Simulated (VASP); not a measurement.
KCaCl3, 5 atoms in the cell. Symmetry: P4/mmm, No. 123, tetragonal system. The conventional cell has a = 5.378 Å, b = 5.378 Å, c = 5.163 Å, α = 90.00°, β = 90.00°, γ = 90.00°. K (site symmetry 4/mmm) has 12 Cl at 3.73 to 3.80 Å and 8 Ca at 4.60 Å within 4.9 Å. Within 3.4 Å of Ca (site symmetry 4/mmm) lie 6 Cl at 2.58 to 2.69 Å. Within 3.5 Å of Cl (site symmetry mmm) lie 2 Ca at 2.69 Å. Within 3.4 Å of Cl (site symmetry 4/mmm) lie 2 Ca at 2.58 Å.  This cell differs from its parent crystal: ratio of the length along z to the lengths across it x 0.96, volume and fractional coordinates fixed.

| Property | Result |
| --- | --- |
| Program | VASP 6.6.1 |
| Task | single point |
| Functional | PBEsol |
| Potentials or basis | VASP PAW PBE potentials, release 64 (K_sv, Ca_sv, Cl) |
| Cutoff | 520 eV |
| k mesh | 6 × 6 × 6 |
| Occupations | gaussian, width 0.05 eV |
| Spin | no spin polarisation |
| Dipole correction | no |
| Further INCAR settings | ALGO = Normal; EDIFF = 1e-06; NBANDS = 28 |

Potentials or basis: VASP PAW PBE potentials, release 64 (K_sv, Ca_sv, Cl).

Command:

```sh
$ cat potpaw_PBE.64/K_sv/POTCAR potpaw_PBE.64/Ca_sv/POTCAR potpaw_PBE.64/Cl/POTCAR > POTCAR
$ mpirun -np 1 vasp_std > vasp.out
```

Hardware: 1 thread of Oxide Virtual Turin-like Processor, with other jobs on the host.

Question: Estimate the wall time of this run.

Answer: Run time: 4.8 min on 1 thread of Oxide Virtual Turin-like Processor, on a shared host, peak memory 0.3 GiB. Counts: scf iterations 13, k points 40.
